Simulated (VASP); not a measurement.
Runs of VASP 6.6.1 on Ge2F3. The structure is that of space group Pm-3m (No. 221), or close to it. The cells are those of the table. 

```csv
task,cell,k mesh,gap on the mesh (eV),pressure (GPa),relaxed volume (Å³/atom)
relaxation of cell and atoms,"relaxed from a = 4.276 Å, 5 atoms",4 × 4 × 4,none,0.3,16.98
single point,"a = 4.404 Å, 5 atoms",8 × 8 × 8,none,-0.2,-
relaxation of cell and atoms,"relaxed from a = 4.403 Å, 5 atoms",8 × 8 × 8,none,0.0,(a)
single point,"a = 4.403 Å, 5 atoms",4 × 4 × 4,none,-0.1,-
```

Alike in all rows: level PBE; potentials or basis VASP PAW PBE potentials, release 64 (Ge_d, F); no spin polarisation; cutoff (eV) 600; smearing gaussian 0.1 eV.

Q: Estimate the missing entries.

A: (a) 17.04.

Caveats: some runs use coarse meshes; an odd number of electrons without spin polarisation forces a metal; a magnetic or distorted state may lie lower.

A k mesh can miss the band edges, and the runs leave out spin-orbit coupling on Ge.

A gap of «none» marks levels without a gap at the run's occupations.
